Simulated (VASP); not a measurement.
The system is ReF.

```
Re F
1.0
     2.98882    0.00000    0.00000
    -1.49441    2.58839    0.00000
     0.00000    0.00000    2.91514
Re F
1 1
Direct
  0.00000 0.00000 0.00000
  0.66667 0.33333 0.50000
```

```yaml
Program: VASP 6.6.1
Task: relaxation of cell and atoms
Functional: PBE
Potentials_or_basis: VASP PAW PBE potentials, release 64 (Re_sv_GW, F)
Cutoff: 700 eV
k_mesh: 6 × 6 × 6
Occupations: gaussian, width 0.1 eV
Spin: collinear spin
Starting_moments: "[0.12, 0.0] μB"
```

At the start: pressure 37.1 GPa; volume 11.28 Å³/atom.

Where does the relaxation end?

Over 10 steps the energy falls by 1128.4 meV/atom and the volume is 12.53 Å³/atom (+11.1 %); space group P-6m2 (No. 187, to 0.1 Å) before and after; moment 0.00 μB per cell.

Step by step:
| step | energy change (eV) | largest force (eV/Å) | pressure (GPa) | volume (Å³) |
| --- | --- | --- | --- | --- |
| 1 | 0.0000 | 0.0000 | 37.06 | 22.55 |
| 2 | -0.1410 | 0.0000 | -24.36 | 32.05 |
| 3 | -0.5221 | 0.0000 | -6.46 | 27.00 |
| 4 | -1.0560 | 0.0000 | -9.49 | 26.74 |
| 5 | -2.1051 | 0.0000 | 8.46 | 24.53 |
| 6 | -2.1375 | 0.0000 | -6.72 | 25.69 |
| 7 | -2.2541 | 0.0000 | -1.81 | 25.23 |
| 8 | -2.2565 | 0.0000 | -0.85 | 25.16 |
| 9 | -2.2553 | 0.0000 | 1.97 | 24.84 |
| 10 | -2.2568 | 0.0000 | 0.01 | 25.06 |

Final structure:
```xyz
2
Lattice="2.6602 0.0000 0.0000 -1.3301 2.3038 0.0000 0.0000 0.0000 4.0891" Properties=species:S:1:pos:R:3 pbc="T T T"
Re    0.0000    0.0000    0.0000
F     1.3301    0.7679    2.0446
```

Caveat: the k points lie up to 0.45 Å⁻¹ apart in the final cell, too coarse for converged energies and pressures of a metal; a cell axis changed by over 15 % at a fixed basis, so the end point is rough.
